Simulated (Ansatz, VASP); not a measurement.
## One calculation of In3B4, two programs

File POSCAR:

```
In3B4
1.0
    0.0000000000      0.0000000000      3.5338160000
    3.5745170000      0.0000000000      0.0000000000
    1.7872590000      7.7930700000     -1.7669080000
In B
3 4
Direct
    0.1861000000      0.8139000000      0.3722000000
    0.8139000000      0.1861000000      0.6278000000
    0.5000000000      0.0000000000      0.0000000000
    0.3607000000      0.6393000000      0.7214000000
    0.6393000000      0.3607000000      0.2786000000
    0.9351000000      0.5649000000      0.8702000000
    0.0649000000      0.4351000000      0.1298000000
```

The input INCAR.step1:

```
PREC = Accurate
ENCUT = 520
ISMEAR = -1
SIGMA = 0.1
LREAL = False
LASPH = True
NELM = 80
NBANDS = 34
GGA = PE
ALGO = Normal
EDIFF = 1E-4
LWAVE = True
LCHARG = False
```

File INCAR.step2:

```
PREC = Accurate
ENCUT = 520
EDIFF = 1E-6
ISMEAR = -1
SIGMA = 0.1
LREAL = False
LASPH = True
NELM = 80
ALGO = Normal
ISIF = 2
LWAVE = False
LCHARG = True
METAGGA = R2SCAN
LMIXTAU = True
LELF = True
LVHAR = True
NBANDS = 34
ISTART = 1
```

KPOINTS

```
regular mesh
0
Gamma
  7 7 7
```

Input for Ansatz:

```yaml
crystal:
  lattice:
    - [0.0, 0.0, 3.533816]
    - [3.574517, 0.0, 0.0]
    - [1.787259, 7.79307, -1.766908]
  atoms:
    - { symbol: In, position: [0.1861, 0.8139, 0.3722] }
    - { symbol: In, position: [0.8139, 0.1861, 0.6278] }
    - { symbol: B, position: [0.3607, 0.6393, 0.7214] }
    - { symbol: B, position: [0.6393, 0.3607, 0.2786] }
    - { symbol: In, position: [0.5, 0.0, 0.0] }
    - { symbol: B, position: [0.9351, 0.5649, 0.8702] }
    - { symbol: B, position: [0.0649, 0.4351, 0.1298] }
  symmetry: { tolerance: 0.0003 }
kpoints:
  mp_grid: { grid: [7, 7, 7], shift: [0, 0, 0] }
  band_path:
    path:
      - [0.0, 0.0, 0.0]
      - [0.0, 0.0, 0.5]
      - [-0.47429718, 0.0, 0.73714859]
      - [-0.52570282, 0.0, 0.26285141]
      - [0.0, 0.0, 0.0]
      - [0.0, -0.52629829, -0.26314915]
      - [0.0, -0.47370171, 0.26314915]
      - [0.0, 0.0, 0.5]
      - [0.0, 0.0, 0.0]
      - [-0.5, 0.0, 0.5]
      - [-0.5, -0.5, 0.25]
    npoints: 6
magnetization:
  spin_polarized: false
scf:
  occupations: { method: fermi_dirac }
  lower_state_search: "off"
  max_iter: 200
hamiltonian:
  pseudopotentials: { kind: paw }
  xc: r2scan
basis:
  ecutwfc: 500
  fft_grid_basis: typed
output:
  forces: true
  stress: true
  eigenvalues: true
  bader: true
  populations: true
  elf: true
  write_potential: true
  volumetric_format: npy
  dos:
    e_range: [-12, 8]
    de: 0.05
    projected: { site_lists: { B: [B], In: [In] } }
checkpoint:
  read: saved_state
```

Alike in both runs: task single point; functional r2SCAN; k mesh 7 × 7 × 7; no spin polarisation.

|  | VASP | Ansatz |
| --- | --- | --- |
| version | VASP 6.6.1 | Ansatz 0.2.0 |
| potentials or method | VASP PAW PBE potentials, release 64 (In_d, B), cutoff 520 eV | PAW plane waves |
| occupations | fermi-dirac, width 0.1 eV | fermi-dirac |
| valence electrons in the cell | 51 | 51 |

```tsv
	VASP	Ansatz	Ansatz less VASP
pressure (GPa)	-6.9	-7.1	-0.17
rms of the force components (eV/Å)	0.458	0.457	-0.0013
```

VASP's potentials were made for PBE, not for r2SCAN.
